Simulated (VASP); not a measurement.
# Cr (Fd-3m) in VASP: notebook, part 2 of 2

VASP 6.6.1.

### Step 3. Single point, LDA, collinear spin, antiferromagnetic start (volume scaled by 1.08)

File INCAR:

```
ALGO = Normal
EDIFF = 1E-6
ENCUT = 520
ISIF = 2
ISMEAR = -1
ISPIN = 2
LASPH = True
LCHARG = False
LMAXMIX = 4
LORBIT = 11
LREAL = False
LWAVE = False
MAGMOM = 1.45 -1.45
NBANDS = 23
NELM = 150
PREC = Accurate
SIGMA = 0.05
```

File KPOINTS:

```
k-points
0
Gamma
  12 12 12
```

File POSCAR:

```
Cr
1.0
    0.0000000000      2.5705183986      2.5705183986
    2.5705183986      0.0000000000      2.5705183986
    2.5705183986      2.5705183986      0.0000000000
Cr
2
Direct
    0.1250000000      0.1250000000      0.1250000000
    0.8750000000      0.8750000000      0.8750000000
```

Potentials or basis: VASP PAW LDA potentials, release 64 (Cr_pv).

Run with:

```sh
$ cat potpaw_LDA.64/Cr_pv/POTCAR > POTCAR
$ mpirun -np 1 vasp_std > vasp.out
```

OUTCAR:

```text
EDIFF = 1E-6
   ENCUT = 520
   ISIF = 2
   ISMEAR = -1
   ISPIN = 2
   LASPH = True
   LORBIT = 11
   LREAL = False
   NELM = 150
   PREC = Accurate

 ion  position               nearest neighbor table
   1  0.125  0.125  0.125-   2 2.23   2 2.23   2 2.23   2 2.23
   2  0.875  0.875  0.875-   1 2.23   1 2.23   1 2.23   1 2.23

  LATTYP: Found a face centered cubic cell.
 ALAT       =     5.1410367972

  Lattice vectors:

 A1 = (   0.0000000000,   2.5705183986,   2.5705183986)
[... 1466 lines left out ...]
  external PRESSURE =     -59.6414485 kB  Pullay stress =       0.0000000 kB

 VOLUME and BASIS-vectors are now :
 -----------------------------------------------------------------------------
  energy-cutoff  :      520.00
  volume of cell :       33.97
      direct lattice vectors                 reciprocal lattice vectors
     0.000000000  2.570518399  2.570518399    -0.194513294  0.194513294  0.194513294
     2.570518399  0.000000000  2.570518399     0.194513294 -0.194513294  0.194513294
     2.570518399  2.570518399  0.000000000     0.194513294  0.194513294 -0.194513294

 POSITION                                       TOTAL-FORCE (eV/Angst)
 -----------------------------------------------------------------------------------
      0.64263      0.64263      0.64263         0.000000      0.000000      0.000000
      4.49841      4.49841      4.49841        -0.000000     -0.000000     -0.000000
 -----------------------------------------------------------------------------------
    total drift:                                0.000000     -0.000000     -0.000000

  FREE ENERGIE OF THE ION-ELECTRON SYSTEM (eV)
  ---------------------------------------------------
  free  energy   TOTEN  =       -16.7742290992 eV

  energy  without entropy=      -16.7592967163  energy(sigma->0) =      -16.76676291

 total charge

# of ion       s       p       d       tot
------------------------------------------
    1        0.454   6.167   4.465  11.086
    2        0.454   6.167   4.465  11.086
--------------------------------------------------
tot          0.908  12.334   8.930  22.172

 magnetization (x)

# of ion       s       p       d       tot
------------------------------------------
    1        0.013  -0.048   1.850   1.814
    2       -0.013   0.048  -1.850  -1.814
--------------------------------------------------
tot          0.000   0.000   0.000   0.000
```

OSZICAR:

```text
N       E                     dE             d eps       ncg     rms          rms(c)
DAV:   1     0.252142500359E+03    0.25214E+03   -0.14118E+04  6632   0.121E+03
DAV:   2    -0.955677637537E+01   -0.26170E+03   -0.25276E+03  6813   0.368E+02
DAV:   3    -0.176934089106E+02   -0.81366E+01   -0.80738E+01  8444   0.793E+01
DAV:   4    -0.177740216193E+02   -0.80613E-01   -0.80369E-01  7171   0.786E+00
DAV:   5    -0.177752877225E+02   -0.12661E-02   -0.12661E-02  6905   0.942E-01    0.972E+00
DAV:   6    -0.167881852824E+02    0.98710E+00   -0.57991E+00  7170   0.226E+01    0.330E+00
DAV:   7    -0.167515355685E+02    0.36650E-01   -0.31412E-01  6960   0.600E+00    0.167E+00
DAV:   8    -0.167544796611E+02   -0.29441E-02   -0.78097E-02  7057   0.122E+00    0.124E+00
DAV:   9    -0.167669624119E+02   -0.12483E-01   -0.12176E-01  7882   0.186E+00    0.656E-01
DAV:  10    -0.167718165514E+02   -0.48541E-02   -0.34249E-02  7184   0.109E+00    0.368E-01
DAV:  11    -0.167741079868E+02   -0.22914E-02   -0.47088E-02  7338   0.116E+00    0.130E-01
DAV:  12    -0.167742260360E+02   -0.11805E-03   -0.13120E-03  6694   0.350E-01    0.578E-02
DAV:  13    -0.167742270013E+02   -0.96528E-06   -0.60380E-05  7464   0.593E-02    0.217E-02
DAV:  14    -0.167742292248E+02   -0.22236E-05   -0.22771E-05  6939   0.412E-02    0.489E-03
DAV:  15    -0.167742290992E+02    0.12560E-06   -0.10335E-06  3736   0.859E-03
   1 F= -.16774229E+02 E0= -.16766763E+02  d E =-.149324E-01  mag=    -0.0000
```

stdout:

```text
POSCAR found type information on POSCAR Cr
 POSCAR found :  1 types and       2 ions
 scaLAPACK will be used
 LDA part: xc-table for (Slater(with rela. corr.)+CA(PZ))
 , standard interpolation
 POSCAR, INCAR and KPOINTS ok, starting setup
 FFT: planning ... GRIDC
 FFT: planning ... GRID_SOFT
 FFT: planning ... GRID
 WAVECAR not read
 entering main loop
```

It took 59 s on 1 thread of Intel Xeon Platinum 8488C (Sapphire Rapids), shared host; peak memory 0.19 GiB.

What came out:

```yaml
Free_energy: -16.7742 eV
Pressure: -6.0 GPa
Band_gap_on_the_k_mesh: zero (filled and empty bands overlap)
Net_moment: 0.00 μB per cell
Site_moments: Cr +1.81, -1.81 μB
Valence_electrons_inside_the_program's_atomic_spheres: Cr 11.09
```

Caveat: the cell differs from its parent crystal (volume scaled by 1.08).

### Step 4. Single point, LDA, collinear spin, antiferromagnetic start

This run uses another cell than the first one, of 15.73 Å³/atom, 1.136 times its volume.

File INCAR:

```
SYSTEM = Cr
  PREC = Accurate
  ENCUT = 520
  EDIFF = 1E-6
  ISMEAR = -1
  SIGMA = 0.05
  LREAL = .FALSE.
  LASPH = .TRUE.
  NELM = 150
  ALGO = Normal
  ISIF = 2
  LWAVE = .FALSE.
  LCHARG = .FALSE.
  ISPIN = 2
  MAGMOM = 1.453 -1.453
  LORBIT = 11
  LMAXMIX = 4
  NBANDS = 23
```

File KPOINTS:

```
Automatic mesh
0
G
  18 18 18
  0 0 0
```

File POSCAR:

```
Cr
1.0
    0.0000000000      2.5054137980      2.5054137980
    2.5054137980      0.0000000000      2.5054137980
    2.5054137980      2.5054137980      0.0000000000
Cr
2
Direct
    0.1250000000      0.1250000000      0.1250000000
    0.8750000000      0.8750000000      0.8750000000
```

Run with:

```sh
$ cat potpaw_LDA.64/Cr_pv/POTCAR > POTCAR
$ mpirun -np 1 vasp_std > vasp.out
```

Wall time 2.7 min (1 thread of Intel Xeon Platinum 8488C (Sapphire Rapids), shared host); peak memory 0.29 GiB.

The run converged. Its results:

```yaml
Free_energy: -16.8287 eV
Pressure: -0.7 GPa
Band_gap_on_the_k_mesh: zero (filled and empty bands overlap)
Net_moment: 0.00 μB per cell
Site_moments: Cr +1.41, -1.41 μB
Valence_electrons_inside_the_program's_atomic_spheres: Cr 11.21
```

Levels at points of the mesh, in eV from the Fermi level:
Spin up:
```
           k point  band 8  band 9  band 10  band 11  band 12  band 13  band 14  band 15  band 16  band 17
(0.00, 0.00, 0.00)   -1.78   -1.78    -1.21    -1.21    -1.21     1.19     1.19     1.19     3.39     3.39
(0.50, 0.00, 0.00)   -2.02   -1.69    -1.69    -1.23    -1.23     0.01     1.96     1.96     3.02     3.02
(0.50, 0.50, 0.00)   -2.86   -1.13    -1.13    -0.16     0.14     0.17     1.30     3.26     3.26     4.04
```
Spin down:
```csv
k point,band 8,band 9,band 10,band 11,band 12,band 13,band 14,band 15,band 16,band 17
"(0.00, 0.00, 0.00)",-1.78,-1.78,-1.21,-1.21,-1.21,1.19,1.19,1.19,3.39,3.39
"(0.50, 0.00, 0.00)",-2.02,-1.69,-1.69,-1.23,-1.23,0.01,1.96,1.96,3.02,3.02
"(0.50, 0.50, 0.00)",-2.86,-1.13,-1.13,-0.16,0.14,0.17,1.30,3.26,3.26,4.04
```

### Step 5. Summary

| cell | k mesh | gap on the mesh (eV) | pressure (GPa) | moment (μB) |
| --- | --- | --- | --- | --- |
| a = 3.395 Å, angles 60.0°, 2 atoms | 12 × 12 × 12 | none | 14.2 | 0.00 |
| a = 3.635 Å, angles 60.0°, 2 atoms | 12 × 12 × 12 | none | -6.0 | 0.00 |
| a = 3.543 Å, angles 60.0°, 2 atoms | 18 × 18 × 18 | none | -0.7 | 0.00 |

Alike in all rows: task single point; level LDA; potentials or basis VASP PAW LDA potentials, release 64 (Cr_pv); spin collinear, antiferromagnetic start; cutoff (eV) 520; smearing fermi-dirac 0.05 eV.

Total energies depend on the potentials used, so only differences within one code and one set of settings carry meaning.
